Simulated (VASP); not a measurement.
Set up this calculation in VASP 6.6.1, as the native input.

| Property | Result |
| --- | --- |
| Task | single point |
| Functional | r2SCAN |
| Potentials or basis | VASP PAW PBE potentials, release 64 (Sb, In_d) |
| Cutoff | 520 eV |
| k mesh | 6 × 6 × 6 |
| Occupations | fermi-dirac, width 0.05 eV |
| Spin | no spin polarisation |
| Dipole correction | no |
| Further INCAR settings | ALGO = Normal; EDIFF = 1e-06; NBANDS = 22 |

The system is InSb3.

```
Sb In
1.0
     0.00000    3.76909    3.76909
     3.76909    0.00000    3.76909
     3.76909    3.76909    0.00000
Sb In
3 1
Direct
  0.50000 0.50000 0.50000
  0.75000 0.75000 0.75000
  0.25000 0.25000 0.25000
  0.00000 0.00000 0.00000
```

The input as run:

POSCAR

```
InSb3
1.0
    0.0000000000      3.7690874206      3.7690874206
    3.7690874206      0.0000000000      3.7690874206
    3.7690874206      3.7690874206      0.0000000000
Sb In
3 1
Direct
    0.5000000000      0.5000000000      0.5000000000
    0.7500000000      0.7500000000      0.7500000000
    0.2500000000      0.2500000000      0.2500000000
    0.0000000000      0.0000000000      0.0000000000
```

INCAR.step1

```
  ALGO = Normal
  EDIFF = 1E-4
  ENCUT = 520
  GGA = PE
  ISMEAR = -1
  LASPH = True
  LCHARG = False
  LREAL = False
  LWAVE = True
  NBANDS = 22
  NELM = 100
  PREC = Accurate
  SIGMA = 0.05
```

INCAR.step2

```
  ALGO = Normal
  EDIFF = 1E-6
  ENCUT = 520
  ISIF = 2
  ISMEAR = -1
  ISTART = 1
  LASPH = True
  LCHARG = False
  LMIXTAU = True
  LREAL = False
  LWAVE = False
  METAGGA = R2SCAN
  NBANDS = 22
  NELM = 100
  PREC = Accurate
  SIGMA = 0.05
```

KPOINTS

```
k-points
0
Gamma
  6 6 6
```

Potentials or basis: VASP PAW PBE potentials, release 64 (Sb, In_d).

Launch:

```sh
$ cat potpaw_PBE.64/Sb/POTCAR potpaw_PBE.64/In_d/POTCAR > POTCAR
$ cp INCAR.step1 INCAR
$ mpirun -np 1 vasp_std > vasp.out
$ cp INCAR.step2 INCAR
$ mpirun -np 1 vasp_std > vasp.out
```

It gave:

The pressure is 0.0 GPa and the band gap on the k mesh is zero (band 14 reaches 9.25 eV, above the bottom of band 15 at 6.02 eV).

Caveat: the PAW data sets were made with another functional, which shifts forces and pressure a little; spin-orbit coupling is left out, which moves the levels of the heavy elements.

Wall time 55 s on 1 thread of Intel(R) Xeon(R) 6975P-C (Granite Rapids), with other jobs on the host, peak memory 0.26 GiB.
